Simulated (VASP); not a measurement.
# TiSi6 in VASP: further runs

Runs on TiSi6. Level: PBEsol. Tasks: single point.

Program: VASP 6.6.1. These are calculated values, not measurements. Logs are shortened: lines on timing, memory, paths and dates and some standing lists are left out, and cuts for length are marked.

## (1) The cell of the first run

The cell holds a slab with vacuum, 7 atoms: a = 3.842 Å, b = 3.842 Å, c = 25.791 Å, α = 90.00°, β = 90.00°, γ = 90.00°.

## (2) Single point, PBEsol, collinear spin

Contents of INCAR:

```
PREC     = Accurate       # precision mode
ENCUT    = 520            # plane-wave cutoff, eV
EDIFF    = 1E-6           # SCF threshold, eV
ISMEAR   = 0              # smearing method
SIGMA    = 0.05           # smearing width, eV
LREAL    = False          # projectors in reciprocal space
LASPH    = True           # aspherical terms in the spheres
NELM     = 150            # most SCF steps
ALGO     = Normal         # electronic algorithm
ISIF     = 2              # what is computed and relaxed
LWAVE    = False          # write WAVECAR
LCHARG   = False          # write CHGCAR
ISPIN    = 2              # spin polarisation
MAGMOM   = 0 0 0 0 0 0 2  # initial moments
LORBIT   = 11             # projections on sites
LMAXMIX  = 4              # l up to which the mixer works
LDIPOL   = True         
IDIPOL   = 3            
DIPOL    = 0.5 0.5 0.482
GGA      = PS             # functional
NBANDS   = 31             # bands
```

Contents of KPOINTS:

```
Automatic mesh
0
Gamma
  8 8 1
```

Contents of POSCAR:

```
TiSi6
1.0
    3.8417168286      0.0000000000      0.0000000000
    0.0000000000      3.8417168286      0.0000000000
    0.0000000000      0.0000000000     25.7912600522
Si Ti
6 1
Direct
    0.0000000000      0.5000000000      0.3295690084
    0.0000000000      0.0000000000      0.3822322752
    0.5000000000      0.0000000000      0.4348955421
    0.5000000000      0.5000000000      0.4870282966
    0.0000000000      0.5000000000      0.5384724573
    0.0000000000      0.0000000000      0.6029734786
    0.5000000000      0.5000000000      0.6010163415
```

Potentials or basis: VASP PAW PBE potentials, release 64 (Si, Ti_sv).

Launch:

```bash
$ cat potpaw_PBE.64/Si/POTCAR potpaw_PBE.64/Ti_sv/POTCAR > POTCAR
$ mpirun -np 1 vasp_std > vasp.out
```

OUTCAR:

```text
PREC = Accurate
   ENCUT = 520
   EDIFF = 1E-6
   ISMEAR = 0
   LREAL = False
   LASPH = True
   NELM = 150
   ISIF = 2
   ISPIN = 2
   LORBIT = 11
   GGA = PS

 ion  position               nearest neighbor table
   1  0.000  0.500  0.330-   2 2.35   2 2.35
   2  0.000  0.000  0.382-   1 2.35   1 2.35   3 2.35   3 2.35
   3  0.500  0.000  0.435-   4 2.34   4 2.34   2 2.35   2 2.35
   4  0.500  0.500  0.487-   5 2.33   5 2.33   3 2.34   3 2.34   7 2.94
   5  0.000  0.500  0.538-   4 2.33   4 2.33   7 2.51   7 2.51   6 2.54   6 2.54
   6  0.000  0.000  0.603-   5 2.54   5 2.54   7 2.72   7 2.72   7 2.72   7 2.72
   7  0.500  0.500  0.601-   5 2.51   5 2.51   6 2.72   6 2.72   6 2.72   6 2.72   4 2.94

  LATTYP: Found a simple tetragonal cell.
 ALAT       =     3.8417168286
 C/A-ratio  =     6.7134724403

  Lattice vectors:

 A1 = (   3.8417168286,   0.0000000000,   0.0000000000)
 A2 = (   0.0000000000,   3.8417168286,   0.0000000000)
 A3 = (   0.0000000000,   0.0000000000,  25.7912600522)

Analysis of symmetry for initial positions (statically):
=====================================================================
 Subroutine PRICEL returns:
 Original cell was already a primitive cell.

 Routine SETGRP: Setting up the symmetry group for a
 simple tetragonal supercell.

 Subroutine GETGRP returns: Found  4 space group operations
 (whereof  4 operations were pure point group operations)
 out of a pool of 16 trial point group operations.

The static configuration has the point symmetry C_2v.

Analysis of symmetry for dynamics (positions and initial velocities):
=====================================================================
 Subroutine PRICEL returns:
 Original cell was already a primitive cell.

 Routine SETGRP: Setting up the symmetry group for a
 simple tetragonal supercell.

 Subroutine GETGRP returns: Found  4 space group operations
 (whereof  4 operations were pure point group operations)
 out of a pool of 16 trial point group operations.

The dynamic configuration has the point symmetry C_2v.

Analysis of structural, dynamic, and magnetic symmetry:
=====================================================================
 Subroutine PRICEL returns:
 Original cell was already a primitive cell.

 Routine SETGRP: Setting up the symmetry group for a
 simple tetragonal supercell.

 Subroutine GETGRP returns: Found  4 space group operations
 (whereof  4 operations were pure point group operations)
 out of a pool of 16 trial point group operations.

The overall configuration has the point symmetry C_2v.

 Subroutine INISYM returns: Found  4 space group operations
 (whereof  4 operations are pure point group operations),
 and found     1 'primitive' translations

----------------------------------------------------------------------------------------

                                     Primitive cell

  volume of cell :     380.6477

  direct lattice vectors                    reciprocal lattice vectors
     3.841716829  0.000000000  0.000000000     0.260300289  0.000000000  0.000000000
     0.000000000  3.841716829  0.000000000     0.000000000  0.260300289  0.000000000
     0.000000000  0.000000000 25.791260052     0.000000000  0.000000000  0.038772825

  length of vectors
     3.841716829  3.841716829 25.791260052     0.260300289  0.260300289  0.038772825

  position of ions in fractional coordinates (direct lattice)
     0.000000000  0.500000000  0.329569008
     0.000000000  0.000000000  0.382232275
     0.500000000  0.000000000  0.434895542
     0.500000000  0.500000000  0.487028297
     0.000000000  0.500000000  0.538472457
     0.000000000  0.000000000  0.602973479
     0.500000000  0.500000000  0.601016341

  ion indices of the primitive-cell ions
   primitive index   ion index
                 1           1
                 2           2
                 3           3
                 4           4
                 5           5
                 6           6
                 7           7

----------------------------------------------------------------------------------------

 KPOINTS: Automatic mesh

Automatic generation of k-mesh.
 Grid dimensions read from file:
[... 54 lines left out ...]
 SYSTEM =  unknown system
   PREC   = accura    normal or accurate (medium, high low for compatibility)
   ISTART =      0    job   : 0-new  1-cont  2-samecut
   ICHARG =      2    charge: 1-file 2-atom 10-const
   ISPIN  =      2    spin polarized calculation?
   LNONCOLLINEAR =      F non collinear calculations
   LSORBIT =      F    spin-orbit coupling
   LASPH  =      T    aspherical Exc in radial PAW
   ENCUT  =  520.0 eV  38.22 Ry    6.18 a.u.   7.14  7.14 47.95*2*pi/ulx,y,z
   NELM   =    150;   NELMIN=  2; NELMDL= -5     # of ELM steps
   EDIFF  = 0.1E-05   stopping-criterion for ELM
   LREAL  =      F    real-space projection
   EDIFFG = 0.1E-04   stopping-criterion for IOM
   NSW    =      0    number of steps for IOM
   IBRION =     -1    ionic relax: 0-MD 1-quasi-New 2-CG
   NFREE  =      0    steps in history (QN), initial steepest desc. (CG)
   ISIF   =      2    stress and relaxation
   ISYM   =      2    0-nonsym 1-usesym 2-fastsym
   POTIM  = 0.5000    time-step for ionic-motion
   TEBEG  =    0.0;   TEEND  =   0.0 temperature during run
   PSTRESS=    0.0 pullay stress
   NELECT =      36.0000    total number of electrons
   NUPDOWN=      -1.0000    fix difference up-down
   EMIN   =  10.00;   EMAX   =-10.00  energy-range for DOS
   EFERMI =   0.00;   METHOD = LEGACY
   ISMEAR =     0;   SIGMA  =   0.05  broadening in eV -4-tet -1-fermi 0-gaus
   EFERMI_NEDOS =   21; number of points for ismear=-14 and -15
   IALGO  =     38    algorithm
   IMIX   =      4    mixing-type and parameters
     AMIX     =   0.40;   BMIX     =  1.00
     AMIX_MAG =   1.60;   BMIX_MAG =  1.00
  volume/ion in A,a.u.               =      54.38       366.96
  Fermi-wavevector in a.u.,A,eV,Ry     =   0.745878  1.409505  7.569387  0.556334
  Thomas-Fermi vector in A             =   1.841568
   LORBIT       =     11    0 simple, 1 ext, 2 COOP (PROOUT), +10 PAW based schemes
   GGA     = PS    functional components
   LHFCALC =     F    Hartree Fock is set to
   AEXX    =    0.0000 exact exchange contribution
   IVDW    =     0    specifies the selected vdW correction
   LEPSILON=     F    determine dielectric tensor
   LRPA    =     F    only Hartree local field effects (RPA)
 spin polarized calculation
 Gauss-broadening in eV      SIGMA  =   0.05
  energy-cutoff  :      520.00
  volume of cell :      380.65
 maximum number of plane-waves:     10280
 NGX is ok and might be reduce to    30
   NGX = 15   NGY = 15   NGZ = 95

 dipolmoment           0.000000      0.000000      0.365092 electrons x Angstroem

 number of electron      36.0000005 magnetization       0.0000322

 dipolmoment           0.000000      0.000000     -0.134543 electrons x Angstroem

 Free energy of the ion-electron system (eV)
  ---------------------------------------------------
  ext. energy  EPLUGINS =         0.00000000
  ---------------------------------------------------
  free energy    TOTEN  =       -39.86897141 eV

  energy without entropy =      -39.86462053  energy(sigma->0) =      -39.86679597

 E-fermi :  -0.7650     XC(G=0):  -4.1608

 val. band max:       -0.7727042237   @ k =   0.2500   0.0000   0.0000
 cond. band min:      -0.7570783611   @ k =   0.3750   0.0000   0.0000
 fundamental gap:      0.0156258626
 Fermi energy:        -0.7649885388

 spin component 1

 k-point     1 :       0.0000    0.0000    0.0000
  band No.  band energies     occupation
      1     -57.8009      1.00000
      2     -34.2810      1.00000
      3     -34.2178      1.00000
      4     -34.0663      1.00000
      5     -12.6365      1.00000
      6     -11.3391      1.00000
[... 781 lines left out ...]
     29       3.5095      0.00000
     30       4.3953      0.00000

 [... further k-points ...]

 spin component 2

 k-point     1 :       0.0000    0.0000    0.0000
  band No.  band energies     occupation
      1     -57.8008      1.00000
      2     -34.2810      1.00000
      3     -34.2177      1.00000
      4     -34.0663      1.00000
      5     -12.6365      1.00000
      6     -11.3391      1.00000
[... 781 lines left out ...]
     29       3.5095      0.00000
     30       4.3953      0.00000

 [... further k-points ...]

 [bands above 30 left out]

------------------------ aborting loop because EDIFF is reached ----------------------------------------

 vacuum level on the upper side and lower side of the slab       (xc-potential included)        -0.845         0.754

  FORCE on cell =-STRESS in cart. coord.  units (eV):
  Direction    XX          YY          ZZ          XY          YZ          ZX
  --------------------------------------------------------------------------------------
  -------------------------------------------------------------------------------------
  Total       -5.3666036     -5.9330244      0.0458186      0.0000000      0.0000000      0.0000000
  in kB      -22.5884711    -24.9725823      0.1928543      0.0000000      0.0000000      0.0000000
  external PRESSURE =     -15.7893997 kB  Pullay stress =       0.0000000 kB

 VOLUME and BASIS-vectors are now :
 -----------------------------------------------------------------------------
  energy-cutoff  :      520.00
  volume of cell :      380.65
      direct lattice vectors                 reciprocal lattice vectors
     3.841716829  0.000000000  0.000000000     0.260300289  0.000000000  0.000000000
     0.000000000  3.841716829  0.000000000     0.000000000  0.260300289  0.000000000
     0.000000000  0.000000000 25.791260052     0.000000000  0.000000000  0.038772825

 POSITION                                       TOTAL-FORCE (eV/Angst)
 -----------------------------------------------------------------------------------
      0.00000      1.92086      8.50000         0.000000      0.000000     -0.053483
      0.00000      0.00000      9.85825         0.000000      0.000000      0.104444
      1.92086      0.00000     11.21650         0.000000      0.000000     -0.062033
      1.92086      1.92086     12.56107         0.000000      0.000000      0.002388
      0.00000      1.92086     13.88788         0.000000      0.000000     -0.008982
      0.00000      0.00000     15.55145         0.000000      0.000000      0.004025
      1.92086      1.92086     15.50097         0.000000      0.000000      0.013641
 -----------------------------------------------------------------------------------
    total drift:                                0.000000      0.000000     -0.000078

  FREE ENERGIE OF THE ION-ELECTRON SYSTEM (eV)
  ---------------------------------------------------
  free  energy   TOTEN  =       -39.8689714144 eV

  energy  without entropy=      -39.8646205321  energy(sigma->0) =      -39.86679597

 vacuum level on the upper side and lower side of the slab         3.220         4.842

 total charge

# of ion       s       p       d       tot
------------------------------------------
    1        0.861   0.718   0.000   1.579
    2        0.762   0.920   0.000   1.682
    3        0.771   0.901   0.000   1.672
    4        0.761   0.914   0.000   1.674
    5        0.758   0.924   0.000   1.682
    6        0.785   0.833   0.000   1.619
    7        2.150   6.078   2.004  10.232
--------------------------------------------------
tot          6.848  11.287   2.004  20.140

 magnetization (x)

# of ion       s       p       d       tot
------------------------------------------
    1        0.000   0.000   0.000   0.000
    2        0.000   0.000   0.000   0.000
    3        0.000   0.000   0.000   0.000
    4        0.000  -0.000   0.000  -0.000
    5        0.000   0.000   0.000   0.000
    6       -0.000  -0.000   0.000  -0.000
    7        0.000   0.000   0.000   0.000
--------------------------------------------------
tot          0.000   0.000   0.000   0.000
```

Wall time 27 min (1 thread of Oxide Virtual Turin-like, shared host); peak memory 0.78 GiB.

What came out:

```yaml
Free_energy: -39.8690 eV
Largest_force: 0.104 eV/Å
Band_gap_on_the_k_mesh: zero (filled and empty bands overlap)
Net_moment: 0.00 μB per cell
Valence_electrons_inside_the_program's_atomic_spheres: Si 1.58, 1.68, 1.67, 1.62 (each value once); Ti 10.23
```

Forces in eV/Å, atoms in the order of the input:
```
Si   0.000  0.000 -0.053
Si   0.000  0.000  0.104
Si   0.000  0.000 -0.062
Si   0.000  0.000  0.002
Si   0.000  0.000 -0.009
Si   0.000  0.000  0.004
Ti   0.000  0.000  0.014
```

Levels at points of the mesh, in eV from the Fermi level:
Spin up:
| k point | band 14 | band 15 | band 16 | band 17 | band 18 | band 19 | band 20 | band 21 | band 22 | band 23 |
| --- | --- | --- | --- | --- | --- | --- | --- | --- | --- | --- |
| (0.00, 0.00, 0.00) | -1.66 | -1.33 | -0.57 | -0.41 | 0.18 | 0.27 | 0.52 | 0.70 | 0.89 | 1.16 |
| (0.50, 0.00, 0.00) | -2.55 | -1.55 | -0.78 | -0.48 | 0.04 | 0.66 | 0.82 | 1.22 | 1.56 | 1.85 |
| (0.00, 0.50, 0.00) | -1.91 | -1.65 | -1.16 | -0.95 | 0.30 | 0.69 | 1.05 | 1.36 | 1.45 | 2.34 |
| (0.50, 0.50, 0.00) | -3.14 | -2.17 | -1.85 | -0.99 | -0.70 | -0.44 | -0.35 | 0.72 | 1.13 | 1.78 |
Spin down:
| k point | band 16 | band 17 | band 18 | band 19 | band 20 | band 21 |
| --- | --- | --- | --- | --- | --- | --- |
| (0.00, 0.00, 0.00) | -0.57 | -0.41 | 0.18 | 0.27 | 0.52 | 0.70 |
| (0.50, 0.00, 0.00) | -0.78 | -0.48 | 0.04 | 0.66 | 0.82 | 1.22 |
| (0.00, 0.50, 0.00) | -1.16 | -0.95 | 0.30 | 0.69 | 1.05 | 1.36 |
| (0.50, 0.50, 0.00) | -1.85 | -0.99 | -0.70 | -0.44 | -0.35 | 0.72 |

Caveat: the PAW data sets were made with another functional, which shifts forces and pressure a little.

## (3) Single point, PBEsol, collinear spin

Contents of INCAR:

```
SYSTEM = TiSi6
  PREC = Accurate
  ENCUT = 520
  EDIFF = 1E-6
  ISMEAR = 0
  SIGMA = 0.05
  LREAL = .False.
  LASPH = .True.
  NELM = 150
  ALGO = Normal
  ISIF = 2
  LWAVE = .False.
  LCHARG = .True.
  ISPIN = 2
  MAGMOM = 0 0 0 0 0 0 2
  LORBIT = 11
  LMAXMIX = 4
  LDIPOL = .True.
  IDIPOL = 3
  DIPOL = 0.5 0.5 0.493
  GGA = PS
  LELF = .True.
  LVHAR = .True.
  LVACPOTAV = .True.
  NBANDS = 31
```

Contents of KPOINTS:

```
Automatic mesh
0
Gamma
  8 8 1
  0 0 0
```

Contents of POSCAR:

```
TiSi6
1.0
    3.8417168286      0.0000000000      0.0000000000
    0.0000000000      3.8417168286      0.0000000000
    0.0000000000      0.0000000000     25.7912600522
Si Ti
6 1
Direct
    0.0000000000      0.5000000000      0.3295690084
    0.0000000000      0.0000000000      0.3822322752
    0.5000000000      0.0000000000      0.4348955421
    0.5000000000      0.5000000000      0.4872371703
    0.0000000000      0.5000000000      0.5405307724
    0.0000000000      0.0000000000      0.5923973482
    0.0000000000      0.0000000000      0.6869322605
```

Potentials or basis: VASP PAW PBE potentials, release 64 (Si, Ti_sv).

Launch:

```bash
$ cat potpaw_PBE.64/Si/POTCAR potpaw_PBE.64/Ti_sv/POTCAR > POTCAR
$ mpirun -np 1 vasp_std > vasp.out
```

It took 31 min on 1 thread of Oxide Virtual Turin-like, shared host; peak memory 0.77 GiB.

The run converged. Its results:

| Property | Result |
| --- | --- |
| Free energy | -36.5540 eV |
| Largest force | 0.093 eV/Å |
| Net moment | 2.43 μB per cell |
| Site moments | Si +0.03, +0.01, +0.00, -0.04 (each value once); Ti +1.59 μB |
| Valence electrons inside the program's atomic spheres | Si 1.58, 1.68, 1.66 (each value once); Ti 10.11 |

Forces in eV/Å, atoms in the order of the input:
```
Si   0.000  0.000  0.093
Si   0.000  0.000 -0.054
Si   0.000  0.000 -0.051
Si   0.000  0.000  0.003
Si   0.000  0.000  0.002
Si   0.000  0.000  0.009
Ti   0.000  0.000 -0.002
```

Levels at points of the mesh, in eV from the Fermi level:
Spin up:
```tsv
k point	band 15	band 16	band 17	band 18	band 19	band 20	band 21	band 22	band 23	band 24
(0.00, 0.00, 0.00)	-1.16	-0.69	-0.41	-0.04	0.15	0.37	0.43	0.75	1.15	1.18
(0.50, 0.00, 0.00)	-1.13	-0.88	-0.74	-0.31	-0.04	0.05	0.37	0.39	1.15	1.55
(0.00, 0.50, 0.00)	-1.03	-0.83	-0.80	-0.32	0.20	0.37	0.39	0.94	1.44	2.49
(0.50, 0.50, 0.00)	-2.06	-1.28	-0.69	-0.62	-0.51	-0.18	0.27	0.72	1.14	1.66
```
Spin down:
```tsv
k point	band 15	band 16	band 17	band 18	band 19	band 20
(0.00, 0.00, 0.00)	-0.61	-0.34	0.26	0.96	1.06	1.13
(0.50, 0.00, 0.00)	-1.12	-0.72	0.03	0.18	0.69	1.12
(0.00, 0.50, 0.00)	-1.01	-0.64	0.69	1.02	1.24	1.31
(0.50, 0.50, 0.00)	-1.80	-1.16	-0.56	-0.53	0.65	1.11
```

Caveat: the PAW data sets were made with another functional, which shifts forces and pressure a little.
